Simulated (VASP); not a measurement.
The system is KI.

```
CELL_PARAMETERS angstrom
0.00000 3.63892 3.54429
3.63892 0.00000 3.54429
3.63892 3.63892 0.00000
ATOMIC_POSITIONS crystal
K 0.00000 0.00000 0.00000
I 0.50000 0.50000 0.50000
```

This cell differs from its parent crystal: biaxial xy strain +2.7%.

Base run:

* Program: VASP 6.6.1
* Functional: r2SCAN
* Potentials or basis: VASP PAW PBE potentials, release 64 (K_sv, I)
* Cutoff: 520 eV
* k mesh: 6 × 6 × 6
* Occupations: gaussian, width 0.01 eV
* Spin: no spin polarisation

Its results: band gap on the k mesh 4.45 eV, direct; pressure -0.5 GPa.

The run is repeated on the same cell with these changes: functional from r2SCAN to PBE; occupations from gaussian, width 0.01 eV to fermi-dirac, width 0.02 eV. What comes out?

Band gap on the k mesh 3.82 eV, direct; pressure -0.1 GPa.

Caveats: spin-orbit coupling is left out, which moves the levels of the heavy elements; the PAW data sets were made with another functional, which shifts forces and pressure a little (some runs).

